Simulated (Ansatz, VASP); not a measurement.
# Bi2Se3 in VASP and in Ansatz

File INCAR:

```
  PREC = Accurate
  ENCUT = 520
  EDIFF = 1E-6
  ISMEAR = 0
  SIGMA = 0.03
  LREAL = F
  LASPH = T
  NELM = 80
  ALGO = Normal
  ISIF = 2
  LWAVE = F
  LCHARG = F
  GGA = PS
  NBANDS = 32
```

File KPOINTS:

```
regular mesh
0
Gamma
  12 12 12
```

The input POSCAR:

```
Bi2Se3
1.0
    1.8980326232      1.0958296459     11.3698093442
   -1.8980326232      1.0958296459     11.3698093442
    0.0000000000     -2.1916592919     11.3698093442
Bi Se
2 3
Direct
    0.4008000000      0.4008000000      0.4008000000
    0.5992000000      0.5992000000      0.5992000000
    0.0000000000      0.0000000000      0.0000000000
    0.2117000000      0.2117000000      0.2117000000
    0.7883000000      0.7883000000      0.7883000000
```

Input for Ansatz:

```yaml
crystal:
  lattice:
    - [1.8980326232, 1.0958296459, 11.3698093442]
    - [-1.8980326232, 1.0958296459, 11.3698093442]
    - [0.0, -2.1916592919, 11.3698093442]
  atoms:
    - { symbol: Bi, position: [0.4008, 0.4008, 0.4008] }
    - { symbol: Bi, position: [0.5992, 0.5992, 0.5992] }
    - { symbol: Se, position: [0.0, 0.0, 0.0] }
    - { symbol: Se, position: [0.2117, 0.2117, 0.2117] }
    - { symbol: Se, position: [0.7883, 0.7883, 0.7883] }
basis:
  ecutwfc: 420
kpoints:
  mp_grid: { grid: [12, 12, 12] }
hamiltonian:
  xc: pbesol
scf:
  occupations: { method: gaussian, width: 0.03 }
output:
  forces: true
  stress: true
  eigenvalues: true
```

Alike in both runs: task single point; functional PBEsol; k mesh 12 × 12 × 12; occupations gaussian, width 0.03 eV; no spin polarisation.

```csv
,VASP,Ansatz
version,VASP 6.6.1,Ansatz 0.2.0
potentials or method,"VASP PAW PBE potentials, release 64 (Bi_d, Se), cutoff 520 eV","scalar-relativistic, plane waves, PAW"
valence electrons in the cell,48,78
```

```csv
,VASP,Ansatz,Ansatz less VASP
gap on the k mesh at the Fermi level (eV),none,none,-
pressure (GPa),-0.9,-1.0,-0.05
"traceless stress, the component that is largest in VASP (GPa)",-9.14,-9.17,-0.026
rms of the force components (eV/Å),0.329,0.335,+0.0058
```

VASP's potentials were made for PBE, not for PBEsol. Atom by atom the forces differ by 0.008 eV/Å (rms over components). A gap of «none» marks a metal or a gap that the smearing closes. VASP's potentials hold 48 valence electrons a cell and Ansatz's 78, so a difference there can come from the potentials and not from the codes.

Spin-orbit coupling is off throughout.
